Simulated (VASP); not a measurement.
Runs of VASP 6.6.1 on Ti. The structure is that of space group R-3m (No. 166), or close to it. The cells are those of the table. 

| cell | further INCAR settings | gap on the mesh (eV) | pressure (GPa) |
| --- | --- | --- | --- |
| a = 2.954 Å, angles 112.1°, 1 atom | ALGO = Fast; EDIFF = 1e-06; NBANDS = 12 | none | -7.2 |
| a = 3.248 Å, angles 115.8°, 1 atom | ALGO = Fast; EDIFF = 1e-07; NBANDS = 12 | none | 5.5 |
| a = 2.620 Å, angles 95.9°, 1 atom | ALGO = Fast; EDIFF = 1e-06; NBANDS = 12 | none | -1.8 |
| a = 2.739 Å, angles 105.7°, 1 atom | ALGO = Fast; EDIFF = 1e-07; NBANDS = 12 | none | (b) |
| a = 3.429 Å, angles 117.0°, 1 atom | ALGO = Fast; EDIFF = 1e-07; NBANDS = 12 | none | (a) |
| a = 3.097 Å, angles 114.3°, 1 atom | ALGO = Fast; EDIFF = 1e-06; NBANDS = 12 | none | -4.7 |
| a = 2.670 Å, angles 101.6°, 1 atom | ALGO = Fast; EDIFF = 1e-07; NBANDS = 12 | none | -5.1 |

Alike in all rows: task single point; level PBEsol; potentials or basis VASP PAW PBE potentials, release 64 (Ti_sv); no spin polarisation; k mesh 22 × 22 × 22; cutoff (eV) 520; smearing gaussian 0.15 eV.

Question: Fill in the values left out.

Answer: (a) 43.2; (b) -6.3.

Caveats: the PAW data sets were made with another functional, which shifts forces and pressure a little.

A gap of «none» marks levels without a gap at the run's occupations.
